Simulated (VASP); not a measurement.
# TaN (Fm-3m) in VASP: further runs, part 2 of 2

VASP 6.6.1. Earlier steps stand in the parts before.

## Step 3: Single point, PBE, non-collinear spin, typed start, spin-orbit coupling

This run uses another cell than the first one, of 10.77 Å³/atom.

Contents of INCAR:

```
SYSTEM = TaN
PREC = Accurate
ENCUT = 520
EDIFF = 1E-6
ISMEAR = 0
SIGMA = 0.05
LREAL = .FALSE.
LASPH = .TRUE.
NELM = 150
ALGO = Normal
ISIF = 2
LWAVE = .FALSE.
LCHARG = .TRUE.
MAGMOM = 0 0 2 0 0 0
LORBIT = 11
LSORBIT = .TRUE.
GGA_COMPAT = .FALSE.
LORBMOM = .TRUE.
LMAXMIX = 4
GGA = PE
LVHAR = .TRUE.
NBANDS = 28
```

Contents of KPOINTS:

```
Automatic mesh
0
G
  21 21 21
  0 0 0
```

Contents of POSCAR:

```
TaN
1.0
    0.0000000000      2.2084007853      2.2084007853
    2.2084007853      0.0000000000      2.2084007853
    2.2084007853      2.2084007853      0.0000000000
Ta N
1 1
Direct
    0.5000000000      0.5000000000      0.5000000000
    0.0000000000      0.0000000000      0.0000000000
```

Potentials or basis: VASP PAW PBE potentials, release 64 (Ta_pv, N).

Run with:

```bash
$ cat potpaw_PBE.64/Ta_pv/POTCAR potpaw_PBE.64/N/POTCAR > POTCAR
$ mpirun -np 1 vasp_ncl > vasp.out
```

OUTCAR:

```text
SYSTEM = TaN
   PREC = Accurate
   ENCUT = 520
   EDIFF = 1E-6
   ISMEAR = 0
   LREAL = .FALSE.
   LASPH = .TRUE.
   NELM = 150
   ISIF = 2
   LORBIT = 11
   LSORBIT = .TRUE.
   GGA = PE

 ion  position               nearest neighbor table
   1  0.500  0.500  0.500-   2 2.21   2 2.21   2 2.21   2 2.21   2 2.21   2 2.21
   2  0.000  0.000  0.000-   1 2.21   1 2.21   1 2.21   1 2.21   1 2.21   1 2.21

  LATTYP: Found a face centered cubic cell.
 ALAT       =     4.4168015706

  Lattice vectors:

 A1 = (   0.0000000000,   2.2084007853,   2.2084007853)
 A2 = (   2.2084007853,   0.0000000000,   2.2084007853)
 A3 = (   2.2084007853,   2.2084007853,   0.0000000000)

Analysis of symmetry for initial positions (statically):
=====================================================================
 Subroutine PRICEL returns:
 Original cell was already a primitive cell.

 Routine SETGRP: Setting up the symmetry group for a
 face centered cubic supercell.

 Subroutine GETGRP returns: Found 48 space group operations
 (whereof 48 operations were pure point group operations)
 out of a pool of 48 trial point group operations.

The static configuration has the point symmetry O_h .

Analysis of symmetry for dynamics (positions and initial velocities):
=====================================================================
 Subroutine PRICEL returns:
 Original cell was already a primitive cell.

 Routine SETGRP: Setting up the symmetry group for a
 face centered cubic supercell.

 Subroutine GETGRP returns: Found 48 space group operations
 (whereof 48 operations were pure point group operations)
 out of a pool of 48 trial point group operations.

The dynamic configuration has the point symmetry O_h .

Analysis of structural, dynamic, and magnetic symmetry:
=====================================================================
 Subroutine PRICEL returns:
 Original cell was already a primitive cell.

[... 952 lines left out ...]
            0.000   0.000   0.000

 orbital moment (y)

 # of ion     p       d       tot
 ----------------------------------------
  1         0.000   0.000   0.000
  2         0.000   0.000   0.000
 ----------------------------------------
            0.000   0.000   0.000

 orbital moment (z)

 # of ion     p       d       tot
 ----------------------------------------
  1         0.000  -0.000  -0.000
  2         0.000   0.000   0.000
 ----------------------------------------
            0.000  -0.000  -0.000

 Spin-Orbit-Coupling matrix elements

 Ion:    1  E_soc:     -1.3295942
 l=   1
     0.0000000    -0.2029080    -0.2029080
    -0.2029080     0.0000000    -0.2029080
    -0.2029080    -0.2029080     0.0000000
 l=   2
     0.0000000    -0.0057365     0.0000000    -0.0057365    -0.0129545
    -0.0057365     0.0000000    -0.0097159    -0.0057365    -0.0032386
     0.0000000    -0.0097159     0.0000000    -0.0097159     0.0000000
    -0.0057365    -0.0057365    -0.0097159     0.0000000    -0.0032386
    -0.0129545    -0.0032386     0.0000000    -0.0032386     0.0000000
 l=   3
     0.0000000     0.0000000     0.0000000     0.0000000     0.0000000     0.0000000     0.0000000
     0.0000000     0.0000000     0.0000000     0.0000000     0.0000000     0.0000000     0.0000000
     0.0000000     0.0000000     0.0000000     0.0000000     0.0000000     0.0000000     0.0000000
     0.0000000     0.0000000     0.0000000     0.0000000     0.0000000     0.0000000     0.0000000
     0.0000000     0.0000000     0.0000000     0.0000000     0.0000000     0.0000000     0.0000000
     0.0000000     0.0000000     0.0000000     0.0000000     0.0000000     0.0000000     0.0000000
     0.0000000     0.0000000     0.0000000     0.0000000     0.0000000     0.0000000     0.0000000

 Ion:    2  E_soc:     -0.0004503
 l=   1
     0.0000000    -0.0000751    -0.0000751
    -0.0000751     0.0000000    -0.0000751
    -0.0000751    -0.0000751     0.0000000
 l=   2
     0.0000000     0.0000000     0.0000000     0.0000000     0.0000000
     0.0000000     0.0000000     0.0000000     0.0000000     0.0000000
     0.0000000     0.0000000     0.0000000     0.0000000     0.0000000
     0.0000000     0.0000000     0.0000000     0.0000000     0.0000000
     0.0000000     0.0000000     0.0000000     0.0000000     0.0000000
 l=   3
     0.0000000     0.0000000     0.0000000     0.0000000     0.0000000     0.0000000     0.0000000
     0.0000000     0.0000000     0.0000000     0.0000000     0.0000000     0.0000000     0.0000000
     0.0000000     0.0000000     0.0000000     0.0000000     0.0000000     0.0000000     0.0000000
     0.0000000     0.0000000     0.0000000     0.0000000     0.0000000     0.0000000     0.0000000
     0.0000000     0.0000000     0.0000000     0.0000000     0.0000000     0.0000000     0.0000000
     0.0000000     0.0000000     0.0000000     0.0000000     0.0000000     0.0000000     0.0000000
     0.0000000     0.0000000     0.0000000     0.0000000     0.0000000     0.0000000     0.0000000

 total charge

# of ion       s       p       d       tot
------------------------------------------
    1        0.271   6.214   2.440   8.925
    2        1.229   2.529   0.000   3.759
--------------------------------------------------
tot          1.500   8.744   2.440  12.684

 magnetization (x)

# of ion       s       p       d       tot
------------------------------------------
    1        0.000   0.000   0.000   0.000
    2        0.000   0.000   0.000   0.000
--------------------------------------------------
tot          0.000   0.000   0.000   0.000

 magnetization (y)

# of ion       s       p       d       tot
------------------------------------------
    1        0.000   0.000   0.000   0.000
    2        0.000   0.000   0.000   0.000
--------------------------------------------------
tot          0.000   0.000   0.000   0.000

 magnetization (z)

# of ion       s       p       d       tot
------------------------------------------
    1       -0.000  -0.000  -0.000  -0.000
    2       -0.000   0.000   0.000   0.000
--------------------------------------------------
tot         -0.000   0.000  -0.000  -0.000
```

OSZICAR:

```text
N       E                     dE             d eps       ncg     rms          rms(c)
DAV:   1     0.132790778438E+03    0.13279E+03   -0.83972E+03 68384   0.121E+03
DAV:   2    -0.179716467530E+02   -0.15076E+03   -0.14238E+03 78816   0.371E+02
DAV:   3    -0.250630449905E+02   -0.70914E+01   -0.69368E+01 83040   0.766E+01
DAV:   4    -0.251318001581E+02   -0.68755E-01   -0.68555E-01 75644   0.787E+00
DAV:   5    -0.251322852814E+02   -0.48512E-03   -0.48506E-03 78420   0.625E-01    0.249E+01
DAV:   6    -0.225929058919E+02    0.25394E+01   -0.66485E+00 74988   0.307E+01    0.994E+00
DAV:   7    -0.225369974539E+02    0.55908E-01   -0.50771E-01 72212   0.819E+00    0.718E+00
DAV:   8    -0.225164984417E+02    0.20499E-01   -0.15161E-01 73784   0.356E+00    0.222E+00
DAV:   9    -0.225007837400E+02    0.15715E-01   -0.93894E-03 75392   0.906E-01    0.528E-01
DAV:  10    -0.224997657423E+02    0.10180E-02   -0.38900E-03 75608   0.575E-01    0.270E-01
DAV:  11    -0.224997534217E+02    0.12321E-04   -0.17880E-04 81488   0.177E-01    0.819E-02
DAV:  12    -0.224997518360E+02    0.15857E-05   -0.18567E-05 80736   0.474E-02    0.153E-02
DAV:  13    -0.224997518070E+02    0.28959E-07   -0.49726E-07 49300   0.895E-03
   1 F= -.22499752E+02 E0= -.22499156E+02  d E =-.119244E-02  mag=     0.0000     0.0000    -0.0001
```

stdout:

```text
POSCAR found type information on POSCAR TaN
 POSCAR found :  2 types and       2 ions
 scaLAPACK will be used
 LDA part: xc-table for (Slater+PW92), standard interpolation
 POSCAR, INCAR and KPOINTS ok, starting setup
 FFT: planning ... GRIDC
 FFT: planning ... GRID_SOFT
 FFT: planning ... GRID
 WAVECAR not read
 entering main loop
```

Wall time 45 min (1 thread of Oxide Virtual Turin-like, shared host); peak memory 0.98 GiB.

What came out:

* Free energy: -22.4998 eV
* Pressure: 1.5 GPa
* Net moment: 0.00 μB per cell
* Valence electrons inside the program's atomic spheres: Ta 8.93; N 3.76

Moments on the atoms (μB; x, y, z):
```
Ta  0.00 0.00 0.00
N   0.00 0.00 0.00
```
